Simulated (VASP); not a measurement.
# Zn in VASP: notebook

The runs below take Zn through single point, with PBE.

All numbers are computed with VASP 6.6.1; they aren't measurements. Logs are shortened: lines on timing, memory, paths and dates and some standing lists are left out, and cuts for length are marked.

## 1. The cell of the first run

The typed cell holds 8 atoms: a = 4.295 Å, b = 4.295 Å, c = 9.974 Å, α = 90.00°, β = 90.00°, γ = 120.00°.

## 2. Single point, PBE

File INCAR:

```
PREC = Accurate
ENCUT = 520
EDIFF = 1E-6
ISMEAR = 0
SIGMA = 0.1
LREAL = F
LASPH = T
NELM = 100
ALGO = Fast
ISIF = 2
LWAVE = F
LCHARG = T
GGA = PE
LELF = T
LVHAR = T
NBANDS = 58
```

File KPOINTS:

```
regular mesh
0
Gamma
  6 6 2
```

File POSCAR:

```
Zn
1.0
    4.2954059560      0.0000000000      0.0000000000
   -2.1477029780      3.7199306775      0.0000000000
    0.0000000000      0.0000000000      9.9741706200
Zn
8
Direct
    0.0000000000      0.0000000000      0.1286881079
    0.0000000000      0.0000000000      0.6286881079
    0.0000000000      0.0000000000      0.3713118921
    0.0000000000      0.0000000000      0.8713118921
    0.3333333333      0.6666666667      0.0002446569
    0.6666666667      0.3333333333      0.5002446569
    0.3333333333      0.6666666667      0.4997553431
    0.6666666667      0.3333333333      0.9997553431
```

Potentials or basis: VASP PAW PBE potentials, release 64 (Zn).

Launch:

```sh
> cat potpaw_PBE.64/Zn/POTCAR > POTCAR
> mpirun -np 1 vasp_std > vasp.out
```

OUTCAR:

```text
PREC = Accurate
   ENCUT = 520
   EDIFF = 1E-6
   ISMEAR = 0
   LREAL = F
   LASPH = T
   NELM = 100
   ISIF = 2
   GGA = PE

 ion  position               nearest neighbor table
   1  0.000  0.000  0.129-   3 2.42   4 2.57   5 2.79   5 2.79   5 2.79   8 2.79   8 2.79   8 2.79

   2  0.000  0.000  0.629-   4 2.42   3 2.57   6 2.79   6 2.79   6 2.79   7 2.79   7 2.79   7 2.79

   3  0.000  0.000  0.371-   1 2.42   2 2.57   7 2.79   7 2.79   7 2.79   6 2.79   6 2.79   6 2.79

   4  0.000  0.000  0.871-   2 2.42   1 2.57   8 2.79   8 2.79   8 2.79   5 2.79   5 2.79   5 2.79

   5  0.333  0.667  0.000-   8 2.48   8 2.48   8 2.48   1 2.79   1 2.79   1 2.79   4 2.79   4 2.79
                             4 2.79
   6  0.667  0.333  0.500-   7 2.48   7 2.48   7 2.48   2 2.79   2 2.79   2 2.79   3 2.79   3 2.79
                             3 2.79
   7  0.333  0.667  0.500-   6 2.48   6 2.48   6 2.48   3 2.79   3 2.79   3 2.79   2 2.79   2 2.79
                             2 2.79
   8  0.667  0.333  1.000-   5 2.48   5 2.48   5 2.48   4 2.79   4 2.79   4 2.79   1 2.79   1 2.79
                             1 2.79

  LATTYP: Found a hexagonal cell.
 ALAT       =     4.2954059560
 C/A-ratio  =     2.3220554057

  Lattice vectors:

 A1 = (   4.2954059560,   0.0000000000,   0.0000000000)
 A2 = (  -2.1477029780,   3.7199306775,   0.0000000000)
 A3 = (   0.0000000000,   0.0000000000,   9.9741706200)

Analysis of symmetry for initial positions (statically):
=====================================================================
 Subroutine PRICEL returns:
 Original cell was already a primitive cell.

 Routine SETGRP: Setting up the symmetry group for a
 hexagonal supercell.

 Subroutine GETGRP returns: Found 24 space group operations
 (whereof 12 operations were pure point group operations)
 out of a pool of 24 trial point group operations.

The static configuration has the point symmetry D_3d.
 The point group associated with its full space group is D_6h.

Analysis of symmetry for dynamics (positions and initial velocities):
=====================================================================
 Subroutine PRICEL returns:
 Original cell was already a primitive cell.

 Routine SETGRP: Setting up the symmetry group for a
 hexagonal supercell.

 Subroutine GETGRP returns: Found 24 space group operations
 (whereof 12 operations were pure point group operations)
 out of a pool of 24 trial point group operations.

The dynamic configuration has the point symmetry D_3d.
 The point group associated with its full space group is D_6h.

 Subroutine INISYM returns: Found 24 space group operations
 (whereof 12 operations are pure point group operations),
 and found     1 'primitive' translations

----------------------------------------------------------------------------------------

                                     Primitive cell

  volume of cell :     159.3734

  direct lattice vectors                    reciprocal lattice vectors
     4.295405956  0.000000000  0.000000000     0.232806866  0.134411107  0.000000000
    -2.147702978  3.719930677  0.000000000     0.000000000  0.268822214  0.000000000
     0.000000000  0.000000000  9.974170620     0.000000000  0.000000000  0.100258963

  length of vectors
     4.295405956  4.295405956  9.974170620     0.268822214  0.268822214  0.100258963

  position of ions in fractional coordinates (direct lattice)
     0.000000000  0.000000000  0.128688108
     0.000000000  0.000000000  0.628688108
     0.000000000  0.000000000  0.371311892
     0.000000000  0.000000000  0.871311892
     0.333333333  0.666666667  0.000244657
     0.666666667  0.333333333  0.500244657
     0.333333333  0.666666667  0.499755343
     0.666666667  0.333333333  0.999755343

  ion indices of the primitive-cell ions
   primitive index   ion index
                 1           1
                 2           2
                 3           3
                 4           4
                 5           5
                 6           6
                 7           7
                 8           8

----------------------------------------------------------------------------------------

 KPOINTS: regular mesh

Automatic generation of k-mesh.
 Grid dimensions read from file:
 generate k-points for:    6    6    2

 Generating k-lattice:

  Cartesian coordinates                     Fractional coordinates (reciprocal lattice)
     0.038801144  0.022401851  0.000000000     0.166666667 -0.000000000  0.000000000
     0.000000000  0.044803702  0.000000000     0.000000000  0.166666667  0.000000000
     0.000000000  0.000000000  0.050129481     0.000000000  0.000000000  0.500000000

  Length of vectors
     0.044803702  0.044803702  0.050129481

  Shift w.r.t. Gamma in fractional coordinates (k-lattice)
     0.000000000  0.000000000  0.000000000

 Subroutine IBZKPT returns following result:
 ===========================================

 Found     14 irreducible k-points:

 Following reciprocal coordinates:
            Coordinates               Weight
  0.000000  0.000000  0.000000      1.000000
  0.166667  0.000000  0.000000      6.000000
  0.333333  0.000000  0.000000      6.000000
  0.500000  0.000000  0.000000      3.000000
  0.166667  0.166667  0.000000      6.000000
  0.333333  0.166667  0.000000     12.000000
  0.333333  0.333333  0.000000      2.000000
  0.000000  0.000000  0.500000      1.000000
  0.166667  0.000000  0.500000      6.000000
  0.333333  0.000000  0.500000      6.000000
  0.500000  0.000000  0.500000      3.000000
  0.166667  0.166667  0.500000      6.000000
  0.333333  0.166667  0.500000     12.000000
  0.333333  0.333333  0.500000      2.000000
   k-points           NKPTS =     14   k-points in BZ     NKDIM =     14   number of bands    NBANDS=     58
   number of dos      NEDOS =    301   number of ions     NIONS =      8
   total plane-waves  NPLWV =  81920
   dimension x,y,z NGX =    32 NGY =   32 NGZ =   80
   dimension x,y,z NGXF=    64 NGYF=   64 NGZF=  160
   ions per type =               8
   NGX,Y,Z   is equivalent  to a cutoff of  12.39, 12.39, 13.33 a.u.
   NGXF,Y,Z  is equivalent  to a cutoff of  24.77, 24.77, 26.67 a.u.
 SYSTEM =  unknown system
   PREC   = accura    normal or accurate (medium, high low for compatibility)
   ISTART =      0    job   : 0-new  1-cont  2-samecut
   ICHARG =      2    charge: 1-file 2-atom 10-const
   ISPIN  =      1    spin polarized calculation?
   LNONCOLLINEAR =      F non collinear calculations
   LSORBIT =      F    spin-orbit coupling
   LASPH  =      T    aspherical Exc in radial PAW
   ENCUT  =  520.0 eV  38.22 Ry    6.18 a.u.   7.99  7.99 18.55*2*pi/ulx,y,z
   NELM   =    100;   NELMIN=  2; NELMDL= -5     # of ELM steps
   EDIFF  = 0.1E-05   stopping-criterion for ELM
   LREAL  =      F    real-space projection
   EDIFFG = 0.1E-04   stopping-criterion for IOM
   NSW    =      0    number of steps for IOM
   IBRION =     -1    ionic relax: 0-MD 1-quasi-New 2-CG
   NFREE  =      0    steps in history (QN), initial steepest desc. (CG)
   ISIF   =      2    stress and relaxation
   ISYM   =      2    0-nonsym 1-usesym 2-fastsym
   POTIM  = 0.5000    time-step for ionic-motion
   TEBEG  =    0.0;   TEEND  =   0.0 temperature during run
   PSTRESS=    0.0 pullay stress
   NELECT =      96.0000    total number of electrons
   NUPDOWN=      -1.0000    fix difference up-down
   EMIN   =  10.00;   EMAX   =-10.00  energy-range for DOS
   EFERMI =   0.00;   METHOD = LEGACY
   ISMEAR =     0;   SIGMA  =   0.10  broadening in eV -4-tet -1-fermi 0-gaus
   EFERMI_NEDOS =   21; number of points for ismear=-14 and -15
   IALGO  =     68    algorithm
   IMIX   =      4    mixing-type and parameters
     AMIX     =   0.40;   BMIX     =  1.00
     AMIX_MAG =   1.60;   BMIX_MAG =  1.00
  volume/ion in A,a.u.               =      19.92       134.44
  Fermi-wavevector in a.u.,A,eV,Ry     =   1.382590  2.612716 26.008272  1.911554
  Thomas-Fermi vector in A             =   2.507267
   LORBIT       =      0    0 simple, 1 ext, 2 COOP (PROOUT), +10 PAW based schemes
   GGA     = PE    functional components
   LHFCALC =     F    Hartree Fock is set to
   AEXX    =    0.0000 exact exchange contribution
   IVDW    =     0    specifies the selected vdW correction
   LEPSILON=     F    determine dielectric tensor
   LRPA    =     F    only Hartree local field effects (RPA)
 non-spin polarized calculation
 RMM-DIIS sequential band-by-band and
 Gauss-broadening in eV      SIGMA  =   0.10
  energy-cutoff  :      520.00
  volume of cell :      159.37
 maximum number of plane-waves:      4326
 NGX is ok and might be reduce to    32
   NGX = 15   NGY = 15   NGZ = 37

 number of electron      96.0000011 magnetization

 Free energy of the ion-electron system (eV)
  ---------------------------------------------------
  ext. energy  EPLUGINS =         0.00000000
  ---------------------------------------------------
  free energy    TOTEN  =        -7.21872738 eV

  energy without entropy =       -7.20694687  energy(sigma->0) =       -7.21283712

 E-fermi :   1.1122     XC(G=0):  -9.8854

 val. band max:        1.0393111012   @ k =   0.3333   0.1667   0.0000
 cond. band min:       1.1250447352   @ k =   0.3333   0.3333   0.0000
 fundamental gap:      0.0857336340
 Fermi energy:         1.1122081701

 k-point     1 :       0.0000    0.0000    0.0000
  band No.  band energies     occupation
      1      -8.2090      2.00000
      2      -7.8726      2.00000
      3      -6.7406      2.00000
      4      -6.7406      2.00000
      5      -6.6483      2.00000
      6      -6.6483      2.00000
[... 50 lines left out ...]
     57       5.3309      0.00000
     58       5.7564      0.00000

 k-point     2 :       0.1667    0.0000    0.0000
  band No.  band energies     occupation
      1      -7.9539      2.00000
      2      -7.6403      2.00000
      3      -6.8648      2.00000
      4      -6.7600      2.00000
      5      -6.7523      2.00000
      6      -6.6958      2.00000
[... 727 lines left out ...]
      2      -7.1117      2.00000
      3      -6.7582      2.00000
      4      -6.7582      2.00000
      5      -6.7581      2.00000
      6      -6.7581      2.00000
[... 50 lines left out ...]
     57       7.7791      0.00000
     58       7.8554      0.00000

------------------------ aborting loop because EDIFF is reached ----------------------------------------

  FORCE on cell =-STRESS in cart. coord.  units (eV):
  Direction    XX          YY          ZZ          XY          YZ          ZX
  --------------------------------------------------------------------------------------
  -------------------------------------------------------------------------------------
  Total        0.3754063      0.3754063      0.2355675      0.0000000      0.0000000      0.0000000
  in kB        3.7739508      3.7739508      2.3681544      0.0000000      0.0000000      0.0000000
  external PRESSURE =       3.3053520 kB  Pullay stress =       0.0000000 kB

 VOLUME and BASIS-vectors are now :
 -----------------------------------------------------------------------------
  energy-cutoff  :      520.00
  volume of cell :      159.37
      direct lattice vectors                 reciprocal lattice vectors
     4.295405956  0.000000000  0.000000000     0.232806866  0.134411107  0.000000000
    -2.147702978  3.719930677  0.000000000     0.000000000  0.268822214  0.000000000
     0.000000000  0.000000000  9.974170620     0.000000000  0.000000000  0.100258963

 POSITION                                       TOTAL-FORCE (eV/Angst)
 -----------------------------------------------------------------------------------
      0.00000      0.00000      1.28356        -0.000000      0.000000      0.001885
      0.00000      0.00000      6.27064        -0.000000      0.000000      0.001885
      0.00000      0.00000      3.70353        -0.000000      0.000000     -0.001885
      0.00000      0.00000      8.69061        -0.000000      0.000000     -0.001885
     -0.00000      2.47995      0.00244        -0.000000     -0.000000     -0.001176
      2.14770      1.23998      4.98953         0.000000     -0.000000     -0.001176
     -0.00000      2.47995      4.98465        -0.000000      0.000000      0.001176
      2.14770      1.23998      9.97173         0.000000     -0.000000      0.001176
 -----------------------------------------------------------------------------------
    total drift:                                0.000000      0.000000     -0.000000

  FREE ENERGIE OF THE ION-ELECTRON SYSTEM (eV)
  ---------------------------------------------------
  free  energy   TOTEN  =        -7.2187273773 eV

  energy  without entropy=       -7.2069468687  energy(sigma->0) =       -7.21283712
```

It took 67 s on 1 thread of Intel Xeon 6975P-C (Granite Rapids), shared host; peak memory 0.3 GiB.

Results:

* Free energy: -7.2187 eV
* Pressure: 0.3 GPa
* Band gap on the k mesh: zero (bands 48 and 49 overlap by 3.18 eV)

Stress tensor (GPa, compression positive):
```
0.38 0.00 0.00
0.00 0.38 0.00
0.00 0.00 0.24
```

Levels at points of the mesh, in eV from the Fermi level:
```csv
k point,band 44,band 45,band 46,band 47,band 48,band 49,band 50,band 51,band 52,band 53
"(0.00, 0.00, 0.00)",-1.65,-1.33,2.28,2.28,2.71,2.71,2.87,2.87,3.22,3.26
"(0.50, 0.00, 0.00)",-4.64,-3.10,-1.06,-0.92,-0.43,-0.32,1.06,1.30,1.45,1.57
"(0.00, 0.00, 0.50)",-4.00,1.60,1.60,2.67,2.67,2.67,2.67,2.79,2.79,2.79
"(0.50, 0.00, 0.50)",-4.96,-2.07,-2.07,-0.65,-0.65,-0.19,-0.19,1.27,1.27,3.95
```

[end of part 1 of 2]

The gap in the log of VASP goes by the Fermi energy; the results here count the filled bands.